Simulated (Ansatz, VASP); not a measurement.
# One calculation of SiGe4W, two programs

The input INCAR:

```
SYSTEM = SiGe4W
ALGO = Normal
EDIFF = 1E-6
EDIFFG = -0.04
ENCUT = 600
GGA = PE
IBRION = 2
ISIF = 3
ISMEAR = 0
LASPH = .TRUE.
LCHARG = .FALSE.
LREAL = .FALSE.
LWAVE = .FALSE.
NELM = 60
NSW = 90
PREC = Accurate
SIGMA = 0.1
```

Contents of KPOINTS:

```
k-points
0
G
  6 6 2
  0 0 0
```

The input POSCAR:

```
SiGe4W
1.0
    2.9710345900      0.0000000000      0.0000000000
    0.0000000000      2.9710345900      0.0000000000
    0.0000000000      0.0000000000     11.1957834300
Si Ge W
1 4 1
Direct
    0.0000000000      0.0000000000      0.5000000000
    0.5000000000      0.5000000000      0.3645260000
    0.5000000000      0.5000000000      0.8643389900
    0.5000000000      0.5000000000      0.1356610100
    0.5000000000      0.5000000000      0.6354740000
    0.0000000000      0.0000000000      0.0000000000
```

Input for Ansatz:

```yaml
crystal:
  lattice:
    - [2.97103459, 0.0, 0.0]
    - [0.0, 2.97103459, 0.0]
    - [0.0, 0.0, 11.19578343]
  atoms:
    - { symbol: Si, position: [0.0, 0.0, 0.5] }
    - { symbol: Ge, position: [0.5, 0.5, 0.364526] }
    - { symbol: Ge, position: [0.5, 0.5, 0.86433899] }
    - { symbol: Ge, position: [0.5, 0.5, 0.13566101] }
    - { symbol: Ge, position: [0.5, 0.5, 0.635474] }
    - { symbol: W, position: [0.0, 0.0, 0.0] }
basis:
  ecutwfc: 420
kpoints:
  mp_grid: { grid: [6, 6, 2] }
hamiltonian:
  xc: pbe
scf:
  occupations: { method: gaussian, width: 0.1 }
  lower_state_search: "off"
output:
  forces: true
  stress: true
  eigenvalues: true
relax:
  adjacent_minimum: "off"
  f_tol: 0.04
  max_steps: 70
  cell: { stress_tol: 0.4 }
```

Change from the starting cell: species swapped into the MnFeSi4 type (P4/mmm, No. 123).

Alike in both runs: task relaxation of cell and atoms; functional PBE; k mesh 6 × 6 × 2; occupations gaussian, width 0.1 eV; no spin polarisation.

|  | VASP | Ansatz |
| --- | --- | --- |
| version | VASP 6.6.1 | Ansatz 0.2.0 |
| potentials or method | VASP PAW PBE potentials, release 64 (Si, Ge_d, W_sv), cutoff 600 eV | scalar-relativistic, plane waves, PAW |
| valence electrons in the cell | 74 | 74 |

```csv
,VASP,Ansatz,Ansatz less VASP
"gap on the k mesh at the Fermi level, each at its own relaxed structure (eV)",none,none,-
relaxed volume (Å³/atom),18.68,18.59,-0.090
relaxed cell length with the largest relative difference (Å),11.221,11.198,-0.0226
```

A gap of «none» marks a metal or a gap that the smearing closes.

Neither program's run includes spin-orbit coupling.
